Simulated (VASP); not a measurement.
Here is a VASP 6.6.1 calculation.

File INCAR:

```
  PREC = Accurate
  ENCUT = 520
  EDIFF = 1E-6
  ISMEAR = -1
  SIGMA = 0.08
  LREAL = F
  LASPH = T
  NELM = 100
  ALGO = Normal
  ISIF = 2
  LWAVE = F
  LCHARG = F
  LDIPOL = T
  IDIPOL = 3
  DIPOL = 0.5 0.5 0.500
  GGA = PS
  IBRION = 2
  NSW = 60
  EDIFFG = -0.01
  LUSENCCL = F
```

KPOINTS

```
Automatic mesh
0
Gamma
  17 17 1
```

POSCAR

```
Pt
1.0
    2.7712080012      0.0000000000      0.0000000000
   -1.3856040006      2.3999365282      0.0000000000
    0.0000000000      0.0000000000     25.0507000000
Pt
5
Direct
    0.8333333330      0.1666666670      0.3193518061
    0.1666666670      0.8333333330      0.4096759028
    0.5000000000      0.5000000000      0.5000000000
    0.8333333330      0.1666666670      0.5903240972
    0.1666666670      0.8333333330      0.6806481939
```

Potentials or basis: VASP PAW PBE potentials, release 64 (Pt).

The run is started by

```console
$ cat potpaw_PBE.64/Pt/POTCAR > POTCAR
$ mpirun -np 1 vasp_std > vasp.out
```

Task: Predict the energy gained by relaxing.

Result: 0.9 meV/atom.

Task: What does it give for the band gap on the k mesh?

Result: Zero (bands 25 and 26 overlap by 1.54 eV).

The path:
```csv
step,energy change (eV),largest force (eV/Å),pressure (GPa)
1,0.0000,0.2277,-3.17
2,-0.0033,0.0589,-3.23
3,-0.0035,0.0505,-3.25
4,-0.0035,0.0529,-3.25
5,-0.0038,0.0450,-3.19
6,-0.0044,0.0229,-3.02
7,-0.0044,0.0211,-2.68
8,-0.0046,0.0041,-2.86
```

Caveat: the highest band is partly filled, so the run has too few bands; the PAW data sets were made with another functional, which shifts forces and pressure a little; spin-orbit coupling is left out, which moves the levels of the heavy elements.
